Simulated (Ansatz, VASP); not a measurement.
## Two plane-wave programs on LaRe

Contents of POSCAR:

```
LaRe
1.0
    3.5250528324      0.0000000000      0.0000000000
    0.0000000000      3.5250528324      0.0000000000
    0.0000000000      0.0000000000      3.5250528324
La Re
1 1
Direct
    0.0000000000      0.0000000000      0.0000000000
    0.5000000000      0.5000000000      0.5000000000
```

Contents of INCAR.step1:

```
SYSTEM = LaRe
PREC = Accurate
ENCUT = 520
ISMEAR = 0
SIGMA = 0.05
LREAL = .FALSE.
LASPH = .TRUE.
NELM = 60
NBANDS = 16
GGA = PE
ALGO = Normal
EDIFF = 1E-4
LWAVE = .TRUE.
LCHARG = .FALSE.
```

Contents of INCAR.step2:

```
SYSTEM = LaRe
PREC = Accurate
ENCUT = 520
EDIFF = 1E-7
ISMEAR = 0
SIGMA = 0.05
LREAL = .FALSE.
LASPH = .TRUE.
NELM = 60
ALGO = Normal
ISIF = 2
LWAVE = .FALSE.
LCHARG = .TRUE.
METAGGA = R2SCAN
LMIXTAU = .TRUE.
LELF = .TRUE.
LVHAR = .TRUE.
NBANDS = 16
ISTART = 1
```

File KPOINTS:

```
regular mesh
0
G
  10 10 10
  0 0 0
```

Input for Ansatz:

```yaml
crystal:
  lattice:
    - [3.5250528324, 0.0, 0.0]
    - [0.0, 3.5250528324, 0.0]
    - [0.0, 0.0, 3.5250528324]
  atoms:
    - { symbol: La, position: [0.0, 0.0, 0.0] }
    - { symbol: Re, position: [0.5, 0.5, 0.5] }
basis:
  ecutwfc: 500
  ecutrho_ratio: 4
kpoints:
  mp_grid: { grid: [10, 10, 10] }
hamiltonian:
  xc: r2scan
scf:
  occupations: { method: gaussian, width: 0.05 }
output:
  forces: true
  stress: true
  eigenvalues: true
```

Alike in both runs: task single point; functional r2SCAN; k mesh 10 × 10 × 10; occupations gaussian, width 0.05 eV; no spin polarisation.

|  | VASP | Ansatz |
| --- | --- | --- |
| version | VASP 6.6.1 | Ansatz 0.2.0 |
| potentials or method | VASP PAW PBE potentials, release 64 (La, Re), cutoff 520 eV | scalar-relativistic, plane waves, PAW |
| valence electrons in the cell | 18 | 26 |

|  | VASP | Ansatz | Ansatz less VASP |
| --- | --- | --- | --- |
| gap on the k mesh at the Fermi level (eV) | none | none | - |
| pressure (GPa) | 4.1 | 4.3 | +0.17 |

VASP's potentials were made for PBE, not for r2SCAN. A gap of «none» marks a metal or a gap that the smearing closes. The functional is the same, so the differences come from potentials, cutoffs and numerics. VASP's potentials hold 18 valence electrons a cell and Ansatz's 26, so a difference there can come from the potentials and not from the codes.

Neither program's run includes spin-orbit coupling.
